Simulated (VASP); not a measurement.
The system is Cr.

```
Cr
1.0
    -1.42392    1.42392    1.42392
     1.42392   -1.42392    1.42392
     1.42392    1.42392   -1.42392
Cr
1
Direct
  0.00000 0.00000 0.00000
```

- Program: VASP 6.6.1
- Task: relaxation of cell and atoms
- Functional: LDA
- Potentials or basis: VASP PAW LDA potentials, release 64 (Cr_pv)
- Cutoff: 500 eV
- k mesh: 20 × 20 × 20
- Occupations: gaussian, width 0.1 eV
- Spin: no spin polarisation

At the start: pressure -16.9 GPa; volume 11.55 Å³/atom.

Q: Where does the relaxation end?

A: Over 7 steps the energy falls by 39.3 meV/atom and the volume is 10.84 Å³/atom (-6.1 %); space group Im-3m (No. 229, to 0.1 Å) before and after.

Step by step:
| step | energy change (eV) | largest force (eV/Å) | pressure (GPa) | volume (Å³) |
| --- | --- | --- | --- | --- |
| 1 | 0.0000 | 0.0000 | -16.87 | 11.55 |
| 2 | 0.1173 | 0.0000 | 45.96 | 9.63 |
| 3 | -0.0392 | 0.0000 | -0.71 | 10.87 |
| 4 | -0.0393 | 0.0000 | -0.11 | 10.85 |
| 5 | -0.0393 | 0.0000 | 0.29 | 10.83 |
| 6 | -0.0393 | 0.0000 | -0.47 | 10.86 |
| 7 | -0.0393 | 0.0000 | 0.01 | 10.84 |

Final structure:
```
CELL_PARAMETERS angstrom
-1.39424 1.39424 1.39424
1.39424 -1.39424 1.39424
1.39424 1.39424 -1.39424
ATOMIC_POSITIONS crystal
Cr 0.00000 0.00000 0.00000
```

Caveat: the run has no spin polarisation, though such a crystal can be magnetic.
